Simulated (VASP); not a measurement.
# SnTeCl2 (P4/mmm) in VASP: further runs

Runs on SnTeCl2. Level: PBE. Tasks: single point.

All numbers are computed with VASP 6.6.1; they aren't measurements. Logs are shortened: lines on timing, memory, paths and dates and some standing lists are left out, and cuts for length are marked.

**1. The cell of the first run**

Symmetry: P4/mmm, No. 123, tetragonal system. The conventional cell has a = 4.310 Å, b = 4.310 Å, c = 8.007 Å, α = 90.00°, β = 90.00°, γ = 90.00°. Within 3.2 Å of Sn (site symmetry 4/mmm) lie 2 Cl at 2.43 Å and 4 Te at 3.05 Å. Within 4.0 Å of Te (site symmetry 4/mmm) lie 4 Sn at 3.05 Å and 8 Cl at 3.90 Å. Cl (site symmetry 4mm) has 1 Sn at 2.43 Å and 1 Cl at 3.15 Å within 3.2 Å.

**2. Single point, PBE**

INCAR reads:

```
SYSTEM = SnTeCl2
PREC = Accurate ; ENCUT = 520
EDIFF = 1E-6 ; ISMEAR = 0
SIGMA = 0.1 ; LREAL = .FALSE.
LASPH = .TRUE. ; NELM = 100
ALGO = Normal ; ISIF = 2
LWAVE = .FALSE. ; LCHARG = .FALSE.
GGA = PE ; NBANDS = 25
```

KPOINTS reads:

```
Automatic mesh
0
G
  12 12 6
  0 0 0
```

POSCAR reads:

```
SnTeCl2
1.0
    4.3101911972      0.0000000000      0.0000000000
    0.0000000000      4.3101911972      0.0000000000
    0.0000000000      0.0000000000      8.0072394767
Sn Te Cl
1 1 2
Direct
    0.0000000000      0.0000000000      0.0000000000
    0.5000000000      0.5000000000      0.0000000000
    0.0000000000      0.0000000000      0.3034818000
    0.0000000000      0.0000000000      0.6965182000
```

Potentials or basis: VASP PAW PBE potentials, release 64 (Sn_d, Te, Cl).

On the command line:

```bash
$ cat potpaw_PBE.64/Sn_d/POTCAR potpaw_PBE.64/Te/POTCAR potpaw_PBE.64/Cl/POTCAR > POTCAR
$ mpirun -np 1 vasp_std > vasp.out
```

OUTCAR:

```text
SYSTEM = SnTeCl2
   PREC = Accurate
   ENCUT = 520
   EDIFF = 1E-6
   ISMEAR = 0
   LREAL = .FALSE.
   LASPH = .TRUE.
   NELM = 100
   ISIF = 2
   GGA = PE

 ion  position               nearest neighbor table
   1  0.000  0.000  0.000-   3 2.43   4 2.43   2 3.05   2 3.05   2 3.05   2 3.05
   2  0.500  0.500  0.000-   1 3.05   1 3.05   1 3.05   1 3.05
   3  0.000  0.000  0.303-   1 2.43
   4  0.000  0.000  0.697-   1 2.43

  LATTYP: Found a simple tetragonal cell.
 ALAT       =     4.3101911972
 C/A-ratio  =     1.8577457728

  Lattice vectors:

 A1 = (   4.3101911972,   0.0000000000,   0.0000000000)
 A2 = (   0.0000000000,   4.3101911972,   0.0000000000)
 A3 = (   0.0000000000,   0.0000000000,   8.0072394767)

Analysis of symmetry for initial positions (statically):
=====================================================================
 Subroutine PRICEL returns:
 Original cell was already a primitive cell.

 Routine SETGRP: Setting up the symmetry group for a
 simple tetragonal supercell.

 Subroutine GETGRP returns: Found 16 space group operations
 (whereof 16 operations were pure point group operations)
 out of a pool of 16 trial point group operations.

The static configuration has the point symmetry D_4h.

Analysis of symmetry for dynamics (positions and initial velocities):
=====================================================================
 Subroutine PRICEL returns:
 Original cell was already a primitive cell.

 Routine SETGRP: Setting up the symmetry group for a
 simple tetragonal supercell.

 Subroutine GETGRP returns: Found 16 space group operations
 (whereof 16 operations were pure point group operations)
 out of a pool of 16 trial point group operations.

The dynamic configuration has the point symmetry D_4h.

 Subroutine INISYM returns: Found 16 space group operations
 (whereof 16 operations are pure point group operations),
 and found     1 'primitive' translations

----------------------------------------------------------------------------------------

                                     Primitive cell

  volume of cell :     148.7565

  direct lattice vectors                    reciprocal lattice vectors
     4.310191197  0.000000000  0.000000000     0.232008269  0.000000000  0.000000000
     0.000000000  4.310191197  0.000000000     0.000000000  0.232008269  0.000000000
     0.000000000  0.000000000  8.007239477     0.000000000  0.000000000  0.124886985

  length of vectors
     4.310191197  4.310191197  8.007239477     0.232008269  0.232008269  0.124886985

  position of ions in fractional coordinates (direct lattice)
     0.000000000  0.000000000  0.000000000
     0.500000000  0.500000000  0.000000000
     0.000000000  0.000000000  0.303481800
     0.000000000  0.000000000  0.696518200

  ion indices of the primitive-cell ions
   primitive index   ion index
                 1           1
                 2           2
                 3           3
                 4           4

----------------------------------------------------------------------------------------

 KPOINTS: Automatic mesh

Automatic generation of k-mesh.
 Grid dimensions read from file:
 generate k-points for:   12   12    6

 Generating k-lattice:

  Cartesian coordinates                     Fractional coordinates (reciprocal lattice)
     0.019334022  0.000000000  0.000000000     0.083333333  0.000000000  0.000000000
     0.000000000  0.019334022  0.000000000     0.000000000  0.083333333  0.000000000
     0.000000000  0.000000000  0.020814498     0.000000000  0.000000000  0.166666667

  Length of vectors
     0.019334022  0.019334022  0.020814498

  Shift w.r.t. Gamma in fractional coordinates (k-lattice)
     0.000000000  0.000000000  0.000000000

 Subroutine IBZKPT returns following result:
 ===========================================

 Found    112 irreducible k-points:

 Following reciprocal coordinates:
            Coordinates               Weight
  0.000000  0.000000  0.000000      1.000000
  0.083333  0.000000  0.000000      4.000000
  0.166667  0.000000  0.000000      4.000000
  0.250000  0.000000  0.000000      4.000000
  0.333333  0.000000  0.000000      4.000000
  0.416667  0.000000  0.000000      4.000000
[... 16 lines left out ...]
  0.333333  0.333333  0.000000      4.000000
  0.416667  0.333333  0.000000      8.000000
 [... further k-points ...]
   k-points           NKPTS =    112   k-points in BZ     NKDIM =    112   number of bands    NBANDS=     25
   number of dos      NEDOS =    301   number of ions     NIONS =      4
   total plane-waves  NPLWV =  61440
   dimension x,y,z NGX =    32 NGY =   32 NGZ =   60
   dimension x,y,z NGXF=    64 NGYF=   64 NGZF=  120
   ions per type =               1   1   2
   NGX,Y,Z   is equivalent  to a cutoff of  12.34, 12.34, 12.46 a.u.
   NGXF,Y,Z  is equivalent  to a cutoff of  24.69, 24.69, 24.91 a.u.
 SYSTEM =  SnTeCl2
   PREC   = accura    normal or accurate (medium, high low for compatibility)
   ISTART =      0    job   : 0-new  1-cont  2-samecut
   ICHARG =      2    charge: 1-file 2-atom 10-const
   ISPIN  =      1    spin polarized calculation?
   LNONCOLLINEAR =      F non collinear calculations
   LSORBIT =      F    spin-orbit coupling
   LASPH  =      T    aspherical Exc in radial PAW
   ENCUT  =  520.0 eV  38.22 Ry    6.18 a.u.   8.01  8.01 14.89*2*pi/ulx,y,z
   NELM   =    100;   NELMIN=  2; NELMDL= -5     # of ELM steps
   EDIFF  = 0.1E-05   stopping-criterion for ELM
   LREAL  =      F    real-space projection
   EDIFFG = 0.1E-04   stopping-criterion for IOM
   NSW    =      0    number of steps for IOM
   IBRION =     -1    ionic relax: 0-MD 1-quasi-New 2-CG
   NFREE  =      0    steps in history (QN), initial steepest desc. (CG)
   ISIF   =      2    stress and relaxation
   ISYM   =      2    0-nonsym 1-usesym 2-fastsym
   POTIM  = 0.5000    time-step for ionic-motion
   TEBEG  =    0.0;   TEEND  =   0.0 temperature during run
   PSTRESS=    0.0 pullay stress
   NELECT =      34.0000    total number of electrons
   NUPDOWN=      -1.0000    fix difference up-down
   EMIN   =  10.00;   EMAX   =-10.00  energy-range for DOS
   EFERMI =   0.00;   METHOD = LEGACY
   ISMEAR =     0;   SIGMA  =   0.10  broadening in eV -4-tet -1-fermi 0-gaus
   EFERMI_NEDOS =   21; number of points for ismear=-14 and -15
   IALGO  =     38    algorithm
   IMIX   =      4    mixing-type and parameters
     AMIX     =   0.40;   BMIX     =  1.00
     AMIX_MAG =   1.60;   BMIX_MAG =  1.00
  volume/ion in A,a.u.               =      37.19       250.96
  Fermi-wavevector in a.u.,A,eV,Ry     =   1.000943  1.891507 13.631488  1.001886
  Thomas-Fermi vector in A             =   2.133332
   LORBIT       =      0    0 simple, 1 ext, 2 COOP (PROOUT), +10 PAW based schemes
   GGA     = PE    functional components
   LHFCALC =     F    Hartree Fock is set to
   AEXX    =    0.0000 exact exchange contribution
   IVDW    =     0    specifies the selected vdW correction
   LEPSILON=     F    determine dielectric tensor
   LRPA    =     F    only Hartree local field effects (RPA)
 non-spin polarized calculation
 Gauss-broadening in eV      SIGMA  =   0.10
  energy-cutoff  :      520.00
  volume of cell :      148.76
 maximum number of plane-waves:      4048
   NGX = 17   NGY = 17   NGZ = 29

 number of electron      34.0000018 magnetization

 Free energy of the ion-electron system (eV)
  ---------------------------------------------------
  ext. energy  EPLUGINS =         0.00000000
  ---------------------------------------------------
  free energy    TOTEN  =       -11.93314620 eV

  energy without entropy =      -11.90773431  energy(sigma->0) =      -11.92044026

 E-fermi :   0.9674     XC(G=0):  -7.4558

 val. band max:        0.9540509531   @ k =   0.4167   0.0000   0.5000
 cond. band min:       0.9679845919   @ k =   0.4167   0.0833   0.3333
 fundamental gap:      0.0139336389
 Fermi energy:         0.9674426897

 k-point     1 :       0.0000    0.0000    0.0000
  band No.  band energies     occupation
      1     -20.7201      2.00000
      2     -20.7149      2.00000
      3     -20.6991      2.00000
      4     -20.5922      2.00000
      5     -20.5922      2.00000
      6     -13.4037      2.00000
[... 17 lines left out ...]
     24       9.6899      0.00000
     25       9.7848      0.00000

 k-point     2 :       0.0833    0.0000    0.0000
  band No.  band energies     occupation
      1     -20.7207      2.00000
      2     -20.7144      2.00000
      3     -20.6987      2.00000
      4     -20.5924      2.00000
      5     -20.5922      2.00000
      6     -13.3965      2.00000
[... 17 lines left out ...]
     24       9.3322      0.00000
     25       9.8685      0.00000

 k-point     3 :       0.1667    0.0000    0.0000
  band No.  band energies     occupation
      1     -20.7224      2.00000
      2     -20.7129      2.00000
      3     -20.6976      2.00000
      4     -20.5930      2.00000
      5     -20.5922      2.00000
      6     -13.3765      2.00000
[... 17 lines left out ...]
     24       9.1761      0.00000
     25      10.1151      0.00000

 k-point     4 :       0.2500    0.0000    0.0000
  band No.  band energies     occupation
      1     -20.7246      2.00000
      2     -20.7112      2.00000
      3     -20.6958      2.00000
      4     -20.5939      2.00000
      5     -20.5921      2.00000
      6     -13.3491      2.00000
[... 17 lines left out ...]
     24       9.2563      0.00000
     25      10.1253      0.00000
[... 477 lines left out ...]
 k-point    22 :       0.5000    0.2500    0.0000
  band No.  band energies     occupation
      1     -20.7348      2.00000
      2     -20.7024      2.00000
      3     -20.6904      2.00000
      4     -20.5952      2.00000
      5     -20.5934      2.00000
      6     -13.2649      2.00000
[... 17 lines left out ...]
     24       9.2090      0.00000
     25      10.1139      0.00000

 k-point    23 :       0.3333    0.3333    0.0000
  band No.  band energies     occupation
      1     -20.7350      2.00000
      2     -20.7017      2.00000
      3     -20.6911      2.00000
      4     -20.5944      2.00000
      5     -20.5942      2.00000
      6     -13.2683      2.00000
[... 17 lines left out ...]
     24       9.2839      0.00000
     25       9.7945      0.00000

 k-point    24 :       0.4167    0.3333    0.0000
  band No.  band energies     occupation
      1     -20.7370      2.00000
      2     -20.7001      2.00000
      3     -20.6901      2.00000
      4     -20.5948      2.00000
      5     -20.5942      2.00000
      6     -13.2552      2.00000
[... 17 lines left out ...]
     24       8.9299      0.00000
     25      10.4918      0.00000

 [... further k-points ...]

------------------------ aborting loop because EDIFF is reached ----------------------------------------

  FORCE on cell =-STRESS in cart. coord.  units (eV):
  Direction    XX          YY          ZZ          XY          YZ          ZX
  --------------------------------------------------------------------------------------
  -------------------------------------------------------------------------------------
  Total       -0.0407150     -0.0407150     -0.0936549      0.0000000     -0.0000000     -0.0000000
  in kB       -0.4385197     -0.4385197     -1.0087075      0.0000000     -0.0000000     -0.0000000
  external PRESSURE =      -0.6285823 kB  Pullay stress =       0.0000000 kB

 VOLUME and BASIS-vectors are now :
 -----------------------------------------------------------------------------
  energy-cutoff  :      520.00
  volume of cell :      148.76
      direct lattice vectors                 reciprocal lattice vectors
     4.310191197  0.000000000  0.000000000     0.232008269  0.000000000  0.000000000
     0.000000000  4.310191197  0.000000000     0.000000000  0.232008269  0.000000000
     0.000000000  0.000000000  8.007239477     0.000000000  0.000000000  0.124886985

 POSITION                                       TOTAL-FORCE (eV/Angst)
 -----------------------------------------------------------------------------------
      0.00000      0.00000      0.00000         0.000000      0.000000      0.000000
      2.15510      2.15510      0.00000         0.000000      0.000000      0.000000
      0.00000      0.00000      2.43005        -0.000000      0.000000     -0.011273
      0.00000      0.00000      5.57719         0.000000     -0.000000      0.011273
 -----------------------------------------------------------------------------------
    total drift:                               -0.000000     -0.000000     -0.000000

  FREE ENERGIE OF THE ION-ELECTRON SYSTEM (eV)
  ---------------------------------------------------
  free  energy   TOTEN  =       -11.9331462048 eV

  energy  without entropy=      -11.9077343107  energy(sigma->0) =      -11.92044026
```

Wall time 3 min (1 thread of Intel Xeon 6975P-C (Granite Rapids), shared host); peak memory 0.54 GiB.

What came out:

- Free energy: -11.9331 eV
- Pressure: -0.1 GPa
- Largest force: 0.011 eV/Å
- Band gap on the k mesh: zero (bands 17 and 18 overlap by 0.58 eV)

Forces on the atoms (eV/Å):
```
Sn   0.000  0.000  0.000
Te   0.000  0.000  0.000
Cl   0.000  0.000 -0.011
Cl   0.000  0.000  0.011
```

Levels at points of the mesh, in eV from the Fermi level:
```csv
k point,band 14,band 15,band 16,band 17,band 18,band 19,band 20,band 21
"(0.00, 0.00, 0.00)",-1.53,-1.05,-1.05,-0.78,-0.46,4.14,5.53,5.53
"(0.50, 0.00, 0.00)",-1.97,-1.47,-0.64,0.12,1.77,1.85,1.87,5.37
"(0.50, 0.50, 0.00)",-1.97,-1.68,-1.68,-0.99,-0.29,6.73,6.73,7.06
"(0.00, 0.00, 0.50)",-1.74,-0.89,-0.89,-0.67,0.36,4.15,5.60,5.60
"(0.50, 0.00, 0.50)",-1.68,-1.30,-0.64,0.02,1.86,1.95,2.31,4.69
"(0.50, 0.50, 0.50)",-2.23,-1.41,-1.41,-0.30,0.19,5.96,6.47,6.47
```

Caveat: spin-orbit coupling is left out, which moves the levels of the heavy elements; this functional lacks dispersion, which binds the layers, so the pressure and a relaxed spacing across them are unreliable.

**3. Single point, PBE**

INCAR reads:

```
  PREC = Accurate
  ENCUT = 520
  EDIFF = 1E-7
  ISMEAR = 0
  SIGMA = 0.1
  LREAL = F
  LASPH = T
  NELM = 100
  ALGO = Normal
  ISIF = 2
  LWAVE = F
  LCHARG = F
  GGA = PE
  NBANDS = 25
```

KPOINTS reads:

```
regular mesh
0
Gamma
  12 12 6
```

POSCAR is that of step 2.

Potentials or basis: VASP PAW PBE potentials, release 64 (Sn_d, Te, Cl).

On the command line:

```bash
$ cat potpaw_PBE.64/Sn_d/POTCAR potpaw_PBE.64/Te/POTCAR potpaw_PBE.64/Cl/POTCAR > POTCAR
$ mpirun -np 1 vasp_std > vasp.out
```

It took 3 min on 1 thread of Intel Xeon 6975P-C (Granite Rapids), shared host; peak memory 0.54 GiB.

It converged, with:

| Quantity | Value |
| --- | --- |
| Free energy | -11.9331 eV |
| Pressure | -0.1 GPa |
| Largest force | 0.012 eV/Å |
| Band gap on the k mesh | zero (bands 17 and 18 overlap by 0.58 eV) |

Forces in eV/Å, atoms in the order of the input:
```
Sn   0.000  0.000  0.000
Te   0.000  0.000  0.000
Cl   0.000  0.000 -0.012
Cl   0.000  0.000  0.012
```

Levels at points of the mesh, in eV from the Fermi level:
```csv
k point,band 14,band 15,band 16,band 17,band 18,band 19,band 20,band 21
"(0.00, 0.00, 0.00)",-1.53,-1.05,-1.05,-0.78,-0.46,4.14,5.53,5.53
"(0.50, 0.00, 0.00)",-1.97,-1.47,-0.64,0.12,1.77,1.85,1.87,5.37
"(0.50, 0.50, 0.00)",-1.97,-1.68,-1.68,-0.99,-0.29,6.73,6.73,7.06
"(0.00, 0.00, 0.50)",-1.74,-0.89,-0.89,-0.67,0.36,4.15,5.60,5.60
"(0.50, 0.00, 0.50)",-1.68,-1.30,-0.64,0.02,1.86,1.95,2.31,4.69
"(0.50, 0.50, 0.50)",-2.23,-1.41,-1.41,-0.30,0.19,5.96,6.47,6.47
```

Caveat: spin-orbit coupling is left out, which moves the levels of the heavy elements; this functional lacks dispersion, which binds the layers, so the pressure and a relaxed spacing across them are unreliable.
